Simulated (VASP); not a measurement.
Write the native input for VASP 6.6.1 that does the following.

| Item | Value |
| --- | --- |
| Task | relaxation of cell and atoms |
| Functional | RPBE |
| Potentials or basis | VASP PAW PBE potentials, release 64 (Pd) |
| Cutoff | 500 eV |
| k mesh | 13 × 13 × 7 |
| Occupations | fermi-dirac, width 0.1 eV |
| Spin | no spin polarisation |
| Dipole correction | no |
| Further INCAR settings | ALGO = Normal; EDIFF = 1e-07; IBRION = 2; EDIFFG = -0.01; NSW = 80; ISIF = 3 |

The structure of Pd lies in POSCAR:

```
Pd
1.0
    2.7505001182      0.0000000000      0.0000000000
   -1.3752500591      2.3820029755      0.0000000000
    0.0000000000      0.0000000000      4.4915666931
Pd
2
Direct
    0.3333333333      0.6666666667      0.2500000000
    0.6666666667      0.3333333333      0.7500000000
```

This isn't the form of Pd at room conditions, which is fcc.

These files were run (other wordings do the same):

INCAR

```
ALGO = Normal
EDIFF = 1E-7
EDIFFG = -0.01
ENCUT = 500
GGA = RP
GGA_COMPAT = F
IBRION = 2
ISIF = 3
ISMEAR = -1
LASPH = T
LCHARG = F
LREAL = F
LWAVE = F
NELM = 120
NELMIN = 4
NSW = 80
PREC = Accurate
SIGMA = 0.1
```

KPOINTS

```
k-points
0
Gamma
  13 13 7
```

Potentials or basis: VASP PAW PBE potentials, release 64 (Pd).

The run is started by

```sh
$ cat potpaw_PBE.64/Pd/POTCAR > POTCAR
$ mpirun -np 1 vasp_std > vasp.out
```

Results of the run:

```yaml
Relaxed_volume: 15.87 Å³/atom
Relaxed_cell: a = 2.803 Å, b = 2.803 Å, c = 4.664 Å, α = 90.00°, β = 90.00°, γ = 120.00°
Space_group_after_relaxing_to_0.1_Å: P6_3/mmc (No. 194)
Energy_gained_by_relaxing: 46.4 meV/atom
Ionic_steps: 7
Pressure_after_relaxing: 0.0 GPa
Band_gap_on_the_k_mesh: zero (bands 10 and 11 overlap by 0.67 eV)
```

Caveat: the PAW data sets were made with another functional, which shifts forces and pressure a little.

Wall time 110 s on 1 thread of Intel(R) Xeon(R) Platinum 8259CL CPU @ 2.50GHz (Skylake/Cascade Lake) (shared host), peak memory 0.16 GiB.
